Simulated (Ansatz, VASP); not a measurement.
**One calculation of CaF2, two programs**

The input INCAR:

```
PREC = Accurate
ENCUT = 600
EDIFF = 1E-6
ISMEAR = 0
SIGMA = 0.01
LREAL = F
LASPH = T
NELM = 120
ALGO = Normal
ISIF = 2
LWAVE = F
LCHARG = F
GGA = PE
NBANDS = 19
GGA_COMPAT = F
```

Contents of KPOINTS:

```
Automatic mesh
0
Gamma
  5 5 5
```

Contents of POSCAR:

```
CaF2
1.0
    0.0000000000      2.6847029205      2.6847029205
    2.6847029205      0.0000000000      2.6847029205
    2.6847029205      2.6847029205      0.0000000000
Ca F
1 2
Direct
    0.0000000000      0.0000000000      0.0000000000
    0.2500000000      0.2500000000      0.2500000000
    0.7500000000      0.7500000000      0.7500000000
```

Input for Ansatz:

```yaml
crystal:
  lattice:
    - [0.0, 2.684702920474446, 2.684702920474446]
    - [2.684702920474446, 0.0, 2.684702920474446]
    - [2.684702920474446, 2.684702920474446, 0.0]
  atoms:
    - { symbol: Ca, position: [0.0, 0.0, 0.0] }
    - { symbol: F, position: [0.25, 0.25, 0.25] }
    - { symbol: F, position: [0.75, 0.75, 0.75] }
accuracy: medium
kpoints:
  mp_grid:
    grid: [5, 5, 5]
hamiltonian:
  xc: pbe
  pseudopotentials:
    kind: nc
scf:
  lower_state_search: standard
  occupations:
    method: fixed
output:
  stress: true
```

Alike in both runs: task single point; functional PBE; k mesh 5 × 5 × 5; no spin polarisation.

```csv
,VASP,Ansatz
version,VASP 6.6.1,Ansatz 0.2.0
potentials or method,"VASP PAW PBE potentials, release 64 (Ca_sv, F)","plane waves, norm-conserving potentials"
plane-wave cutoff (eV),600,1320
occupations,"gaussian, width 0.01 eV",fixed
valence electrons in the cell,24,24
```

Ansatz gave:

- pressure (GPa): 7.1

Q: Estimate VASP's values.

A: Pressure (GPa): 7.5.
